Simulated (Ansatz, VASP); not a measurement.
## Two plane-wave programs on C

INCAR

```
  PREC = Accurate
  ENCUT = 600
  EDIFF = 1E-6
  ISMEAR = 0
  SIGMA = 0.01
  LREAL = F
  LASPH = T
  NELM = 120
  ALGO = Normal
  ISIF = 2
  LWAVE = F
  LCHARG = F
  GGA = PS
  NBANDS = 11
  GGA_COMPAT = F
```

File KPOINTS:

```
regular mesh
0
Gamma
  10 10 10
```

File POSCAR:

```
C
1.0
    0.0000000000      1.7833700000      1.7833700000
    1.7833700000      0.0000000000      1.7833700000
    1.7833700000      1.7833700000      0.0000000000
C
2
Direct
   -0.0280368067      0.0280368067     -0.0280368067
    0.2500000000      0.2500000000      0.2500000000
```

Input for Ansatz:

```yaml
crystal:
  lattice:
    - [0.0, 1.78337, 1.78337]
    - [1.78337, 0.0, 1.78337]
    - [1.78337, 1.78337, 0.0]
  atoms:
    - { symbol: C, position: [-0.028036806719861834, 0.02803680671986183, -0.02803680671986184] }
    - { symbol: C, position: [0.25, 0.25, 0.25] }
kpoints:
  mp_grid:
    grid: [10, 10, 10]
    shift: [0.0, 0.0, 0.0]
hamiltonian:
  xc: pbesol
scf:
  occupations:
    method: fixed
output:
  forces: true
```

Alike in both runs: task single point; functional PBEsol; k mesh 10 × 10 × 10; no spin polarisation.

|  | VASP | Ansatz |
| --- | --- | --- |
| version | VASP 6.6.1 | Ansatz 0.2.0 |
| potentials or method | VASP PAW PBE potentials, release 64 (C) | plane waves, PAW |
| plane-wave cutoff (eV) | 600 | 420 |
| occupations | gaussian, width 0.01 eV | fixed |
| valence electrons in the cell | 8 | 8 |

```csv
,VASP,Ansatz,Ansatz less VASP
rms of the force components (eV/Å),2.094,2.082,-0.0122
```

VASP's potentials were made for PBE, not for PBEsol. Atom by atom the forces differ by 0.012 eV/Å (rms over components).
